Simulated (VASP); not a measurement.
Runs of VASP 6.6.1 on Ti. The structure is that of space group P6_3/mmc (No. 194), or close to it. The cells are those of the table. 

```tsv
cell	further INCAR settings	gap on the mesh (eV)	pressure (GPa)
a = 2.900, b = 2.900, c = 4.407 Å, angles 90.0, 90.0, 120.0°, 2 atoms	ALGO = Fast; EDIFF = 1e-07; NBANDS = 19	none	5.0
a = 2.784, b = 2.784, c = 4.775 Å, angles 90.0, 90.0, 120.0°, 2 atoms	ALGO = Fast; EDIFF = 1e-06; NBANDS = 19	none	4.9
a = 3.016, b = 3.016, c = 4.224 Å, angles 90.0, 90.0, 120.0°, 2 atoms	ALGO = Fast; EDIFF = 1e-07; NBANDS = 19	none	0.6
a = 2.784, b = 2.784, c = 4.591 Å, angles 90.0, 90.0, 120.0°, 2 atoms	ALGO = Fast; EDIFF = 1e-07; NBANDS = 19	none	(a)
a = 2.900, b = 2.900, c = 4.224 Å, angles 90.0, 90.0, 120.0°, 2 atoms	ALGO = Fast; EDIFF = 1e-06; NBANDS = 19	none	(b)
a = 2.784, b = 2.784, c = 4.958 Å, angles 90.0, 90.0, 120.0°, 2 atoms	ALGO = Fast; EDIFF = 1e-06; NBANDS = 19	none	0.2
```

Alike in all rows: task single point; level PBEsol; potentials or basis VASP PAW PBE potentials, release 64 (Ti_sv); no spin polarisation; k mesh 24 × 24 × 14; cutoff (eV) 520; smearing gaussian 0.15 eV.

Q: Estimate the missing entries.

A: (a) 10.6; (b) 11.1.

Caveats: the PAW data sets were made with another functional, which shifts forces and pressure a little; the cell stands under pressure (at least some runs).

A gap of «none» marks levels without a gap at the run's occupations.
